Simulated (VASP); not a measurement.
A run of VASP 6.6.1:

The input INCAR:

```
SYSTEM = Cr
  PREC = Accurate
  ENCUT = 520
  EDIFF = 1E-6
  ISMEAR = -1
  SIGMA = 0.1
  LREAL = .FALSE.
  LASPH = .TRUE.
  NELM = 80
  ALGO = Normal
  ISIF = 2
  LWAVE = .FALSE.
  LCHARG = .FALSE.
  GGA = RE
  NBANDS = 12
```

Contents of KPOINTS:

```
regular mesh
0
G
  15 15 15
  0 0 0
```

Contents of POSCAR:

```
Cr
1.0
   -1.4313465308      1.4313465308      1.4313465308
    1.4313465308     -1.4313465308      1.4313465308
    1.4313465308      1.4313465308     -1.4313465308
Cr
1
Direct
    0.0000000000      0.0000000000      0.0000000000
```

Potentials or basis: VASP PAW PBE potentials, release 64 (Cr_pv).

Run with:

```sh
$ cat potpaw_PBE.64/Cr_pv/POTCAR > POTCAR
$ mpirun -np 1 vasp_std > vasp.out
```

Hardware: 1 thread of Intel(R) Xeon(R) 6975P-C (Granite Rapids) (shared host).

Task: Estimate the wall time of this run.

Result: It took 5.6 s on 1 thread of Intel(R) Xeon(R) 6975P-C (Granite Rapids), with other jobs on the host, peak memory 0.13 GiB. Counts: scf iterations 12, k points 120.
